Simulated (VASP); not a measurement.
Runs of VASP 6.6.1 on Be. The structure is that of space group P6_3/mmc (No. 194), or close to it. The cells are those of the table. 

```tsv
task	cell	k mesh	cutoff (eV)	gap on the mesh (eV)	pressure (GPa)
single point	a = 2.164, b = 2.164, c = 3.402 Å, angles 90.0, 90.0, 120.0°, 2 atoms	26 × 26 × 15	520	none	(a)
single point	a = 2.258, b = 2.258, c = 3.550 Å, angles 90.0, 90.0, 120.0°, 2 atoms	26 × 26 × 15	520	none	0.4
relaxation of cell and atoms	relaxed from a = 2.287, b = 2.287, c = 3.583 Å, angles 90.0, 90.0, 120.0°, 2 atoms	16 × 16 × 9	600	none	0.1
single point	a = 2.288, b = 2.288, c = 3.597 Å, angles 90.0, 90.0, 120.0°, 2 atoms	26 × 26 × 15	520	none	-4.3
single point	a = 2.228, b = 2.228, c = 3.502 Å, angles 90.0, 90.0, 120.0°, 2 atoms	26 × 26 × 15	520	none	5.8
```

Alike in all rows: level PBEsol; potentials or basis VASP PAW PBE potentials, release 64 (Be); no spin polarisation; smearing fermi-dirac 0.1 eV.

Estimate the missing entries.

(a) 20.1.

Caveats: the PAW data sets were made with another functional, which shifts forces and pressure a little; the cell stands under pressure (at least some runs); the cell stands under tension (at least some runs).

A gap of «none» marks levels without a gap at the run's occupations.
